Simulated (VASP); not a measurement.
## Ni: single point with LDA

Crystal: Ni.

```
Ni
1.0
     0.00000    1.76726    1.76726
     1.76726    0.00000    1.76726
     1.76726    1.76726    0.00000
Ni
1
Cartesian
  0.0000 0.0000 0.0000
```

* Program: VASP 6.6.1
* Task: single point
* Functional: LDA
* Potentials or basis: VASP PAW LDA potentials, release 64 (Ni)
* Cutoff: 520 eV
* k mesh: 15 × 15 × 15
* Occupations: fermi-dirac, width 0.1 eV
* Spin: collinear spin, ferromagnetic start
* Starting moments: [0.47] μB
* Fixed moment: 0.47 μB
* Dipole correction: no
* Further INCAR settings: ALGO = Normal; EDIFF = 1e-06; NBANDS = 15

- Pressure: -19.1 GPa
- Net moment: 0.47 μB per cell
- Site moments: Ni +0.48 μB
- Valence electrons inside the program's atomic spheres: Ni 9.30

Wall time 72 s on 1 thread of AMD EPYC 7R13, with other jobs on the host, peak memory 0.11 GiB.

Caveat: the cell stands under tension; the total moment is fixed, so each spin has its own Fermi level.
